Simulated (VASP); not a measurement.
A run of VASP 6.6.1 is set up as follows.

File POSCAR:

```
NbB2
1.0
    3.0860000000      0.0000000000      0.0000000000
   -1.5430000000      2.6725543961      0.0000000000
    0.0000000000      0.0000000000      3.3060000000
Nb B
1 2
Direct
    0.0000000000      0.0000000000      0.0000000000
    0.3333333333      0.6666666667      0.5000000000
    0.6666666667      0.3333333333      0.5000000000
```

INCAR.step1

```
  PREC = Accurate
  ENCUT = 600
  ISMEAR = 0
  SIGMA = 0.1
  LREAL = False
  LASPH = True
  NELM = 100
  GGA = PE
  ALGO = Normal
  EDIFF = 1E-4
  LWAVE = True
  LCHARG = False
```

The input INCAR.step2:

```
  PREC = Accurate
  ENCUT = 600
  EDIFF = 1E-7
  ISMEAR = 0
  SIGMA = 0.1
  LREAL = False
  LASPH = True
  NELM = 100
  ALGO = Normal
  ISIF = 3
  LWAVE = False
  LCHARG = False
  METAGGA = R2SCAN
  LMIXTAU = True
  IBRION = 2
  NSW = 100
  EDIFFG = -0.005
  ISTART = 1
```

File KPOINTS:

```
regular mesh
0
Gamma
  15 15 12
```

Potentials or basis: VASP PAW PBE potentials, release 64 (Nb_sv, B).

Launch:

```sh
$ cat potpaw_PBE.64/Nb_sv/POTCAR potpaw_PBE.64/B/POTCAR > POTCAR
$ cp INCAR.step1 INCAR
$ mpirun -np 1 vasp_std > vasp.out
$ cp INCAR.step2 INCAR
$ mpirun -np 1 vasp_std > vasp.out
```

(1) Predict the relaxed cell.

(2) What does it give for the space group after relaxing (to 0.05 Å)?

(3) Estimate the relaxed volume.

Results:

(1) a = 3.101 Å, b = 3.101 Å, c = 3.323 Å, α = 90.00°, β = 90.00°, γ = 120.00°.

(2) P6/mmm (No. 191).

(3) 9.22 Å³/atom.

Caveat: the PAW data sets were made with another functional, which shifts forces and pressure a little.
